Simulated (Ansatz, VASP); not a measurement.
# Two plane-wave programs on HfH3Cl

```xyz
5
Lattice="3.8624 0.0000 0.0000 0.0000 3.8624 0.0000 0.0000 0.0000 3.8624" Properties=species:S:1:pos:R:3 pbc="T T T"
Hf    0.0000    0.0000    0.0000
H     1.9312    0.0000    0.0000
H     0.0000    1.9312    0.0000
H     0.0000    0.0000    1.9312
Cl    1.9312    1.9312    1.9312
```

Change from the starting cell: species swapped into the RbSrCl3 type (Pm-3m, No. 221).

Alike in both runs: functional PBE; k mesh 3 × 3 × 3; occupations gaussian, width 0.15 eV; no spin polarisation.

Ansatz relaxed the structure, and its values are those at the end. VASP's run is a single point on that final structure, the one shown.

|  | VASP | Ansatz |
| --- | --- | --- |
| version | VASP 6.6.1 | Ansatz 0.2.0 |
| potentials or method | VASP PAW PBE potentials, release 64 (Hf_pv, H, Cl), cutoff 500 eV | scalar-relativistic, plane waves, PAW |
| valence electrons in the cell | 20 | 36 |

```tsv
	VASP	Ansatz	Ansatz less VASP
gap on the k mesh at the Fermi level (eV)	2.80	2.80	+0.003
least direct gap on the mesh (eV)	2.80	2.80	+0.003
pressure (GPa)	-0.7	-0.1	+0.67
```

VASP's potentials hold 20 valence electrons a cell and Ansatz's 36, so a difference there can come from the potentials and not from the codes.

The k mesh is coarse, so the values compare programs but aren't converged. Spin-orbit coupling is off throughout.
